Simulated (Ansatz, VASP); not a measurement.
## PbSe: VASP beside Ansatz

Contents of INCAR:

```
  ALGO = Normal
  EDIFF = 1E-6
  ENCUT = 520
  GGA = PS
  ISIF = 2
  ISMEAR = -1
  LASPH = True
  LCHARG = True
  LELF = True
  LREAL = False
  LVHAR = True
  LWAVE = False
  NBANDS = 28
  NELM = 100
  PREC = Accurate
  SIGMA = 0.05
```

Contents of KPOINTS:

```
k-points
0
Gamma
  6 6 3
```

POSCAR

```
PbSe
1.0
    4.3247648758      0.0000000000      0.0000000000
   -0.0101005360      4.3247530808      0.0000000000
   -2.1573321698     -2.1623765405     11.7558159939
Pb Se
2 2
Direct
    0.8068400000      0.8073040000      0.6184430000
    0.1854540000      0.1998100000      0.3823760000
    0.2873320000      0.3231460000      0.6231940000
    0.6842660000      0.6998950000      0.3779650000
```

input.yaml

```yaml
crystal:
  lattice:
    - [4.3247648758, 0.0, 0.0]
    - [-0.010100536, 4.3247530808, 0.0]
    - [-2.1573321698, -2.1623765405, 11.7558159939]
  atoms:
    - { symbol: Pb, position: [0.80684, 0.807304, 0.618443] }
    - { symbol: Pb, position: [0.185454, 0.19981, 0.382376] }
    - { symbol: Se, position: [0.287332, 0.323146, 0.623194] }
    - { symbol: Se, position: [0.684266, 0.699895, 0.377965] }
kpoints:
  mp_grid: { grid: [6, 6, 3] }
scf:
  occupations: { method: fermi_dirac, width: 0.05 }
hamiltonian:
  xc: pbesol
  pseudopotentials: { kind: all_electron, lapw: { basis_error: 0.002 } }
output:
  forces: true
  stress: true
  eigenvalues: true
```

Change from the starting cell: volume scaled by 0.94.

Alike in both runs: task single point; functional PBEsol; k mesh 6 × 6 × 3; occupations fermi-dirac, width 0.05 eV; no spin polarisation.

|  | VASP | Ansatz |
| --- | --- | --- |
| version | VASP 6.6.1 | Ansatz 0.2.0 |
| potentials or method | VASP PAW PBE potentials, release 64 (Pb_d, Se), cutoff 520 eV | all-electron LAPW, scalar-relativistic |

VASP gave:

| Property | Result |
| --- | --- |
| gap on the k mesh at the Fermi level (eV) | 1.51 |
| least direct gap on the mesh (eV) | 1.51 |
| rms of the force components (eV/Å) | 0.094 |

Which values does Ansatz return?

gap on the k mesh at the Fermi level (eV): 1.51; least direct gap on the mesh (eV): 1.51; rms of the force components (eV/Å): 0.098.

VASP's potentials were made for PBE, not for PBEsol. Atom by atom the forces differ by 0.005 eV/Å (rms over components). Ansatz ran all-electron here, and VASP with PAW potentials.

Spin-orbit coupling is off throughout.
